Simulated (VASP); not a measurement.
Write the native input for VASP 6.6.1 that does the following.

* Task: relaxation of shape and atoms at fixed volume
* Functional: PBE
* Potentials or basis: VASP PAW PBE potentials, release 64 (Bi_d, Te)
* Cutoff: 500 eV
* k mesh: 10 × 10 × 8
* Occupations: gaussian, width 0.05 eV
* Spin: no spin polarisation
* Dipole correction: no
* Further INCAR settings: ALGO = Normal; EDIFF = 1e-07; IBRION = 2; EDIFFG = -0.01; NSW = 60; ISIF = 4

The structure of BiTe lies in POSCAR:

```
BiTe
1.0
    4.2652413480      0.0000000000      0.0000000000
   -2.1326206740      3.6938073606      0.0000000000
    0.0000000000      0.0000000000      4.4975355732
Bi Te
1 1
Direct
    0.0000000000      0.0000000000      0.0000000000
    0.6666666667      0.3333333333      0.5000000000
```

One way to write it, as run:

INCAR

```
SYSTEM = BiTe
PREC = Accurate
ENCUT = 500
EDIFF = 1E-7
ISMEAR = 0
SIGMA = 0.05
LREAL = .FALSE.
LASPH = .TRUE.
NELM = 120
ALGO = Normal
ISIF = 4
LWAVE = .FALSE.
LCHARG = .FALSE.
GGA = PE
IBRION = 2
NSW = 60
EDIFFG = -0.01
GGA_COMPAT = .FALSE.
NELMIN = 4
```

KPOINTS

```
Automatic mesh
0
G
  10 10 8
  0 0 0
```

Potentials or basis: VASP PAW PBE potentials, release 64 (Bi_d, Te).

Launch:

```console
$ cat potpaw_PBE.64/Bi_d/POTCAR potpaw_PBE.64/Te/POTCAR > POTCAR
$ mpirun -np 1 vasp_std > vasp.out
```

It gave:

```
Energy gained by relaxing : 0.5 meV/atom
Ionic steps               : 3
Pressure after relaxing   : -2.5 GPa
Band gap on the k mesh    : zero (an odd number of electrons rules out a gap without spin polarisation)
```

Caveat: spin-orbit coupling is left out, which moves the levels of the heavy elements.

It took 2.1 min on 1 thread of Intel Xeon 8259CL, with other jobs on the host, peak memory 0.24 GiB.
